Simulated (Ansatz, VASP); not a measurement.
Te in VASP and in Ansatz

INCAR

```
SYSTEM = Te
PREC = Accurate ; ENCUT = 520
EDIFF = 1E-6 ; ISMEAR = -1
SIGMA = 0.05 ; LREAL = .FALSE.
LASPH = .TRUE. ; NELM = 60
ALGO = Normal ; ISIF = 2
LWAVE = .FALSE. ; LCHARG = .FALSE.
GGA = PE ; IBRION = 2
NSW = 60 ; EDIFFG = -0.01
```

Contents of KPOINTS:

```
regular mesh
0
G
  6 6 4
  0 0 0
```

POSCAR

```
Te
1.0
    4.6321600000      0.0000000000      0.0000000000
   -2.3160800000      4.0115682344      0.0000000000
    0.0000000000      0.0000000000      5.9240000000
Te
3
Direct
    0.7310000000      0.7310000000      0.0000000000
    0.0000000000      0.2690000000      0.6666666667
    0.2690000000      0.0000000000      0.3333333333
```

Contents of input.yaml:

```yaml
crystal:
  lattice:
    - [4.63216, 0.0, 0.0]
    - [-2.31608, 4.0115682344, 0.0]
    - [0.0, 0.0, 5.924]
  atoms:
    - { symbol: Te, position: [0.731, 0.731, 0.0] }
    - { symbol: Te, position: [0.0, 0.269, 0.6666666667] }
    - { symbol: Te, position: [0.269, 0.0, 0.3333333333] }
hamiltonian:
  xc: pbe
  pseudopotentials: { kind: paw }
kpoints:
  mp_grid: { grid: [6, 6, 4] }
scf:
  occupations: { method: fermi_dirac, width: 0.05 }
output:
  forces: true
  stress: true
  eigenvalues: true
relax:
  f_tol: 0.01
  max_steps: 40
```

Alike in both runs: task relaxation of the atoms; functional PBE; k mesh 6 × 6 × 4; occupations fermi-dirac, width 0.05 eV; no spin polarisation.

```csv
,VASP,Ansatz
version,VASP 6.6.1,Ansatz 0.2.0
potentials or method,"VASP PAW PBE potentials, release 64 (Te)",Ansatz PAW
plane-wave cutoff (eV),520,420
valence electrons in the cell,18,48
```

```tsv
	VASP	Ansatz	Ansatz less VASP
gap on the k mesh at the Fermi level, each at its own relaxed structure (eV)	0.36	0.39	+0.021
```

VASP's potentials hold 18 valence electrons a cell and Ansatz's 48, so a difference there can come from the potentials and not from the codes.

Spin-orbit coupling is off throughout.
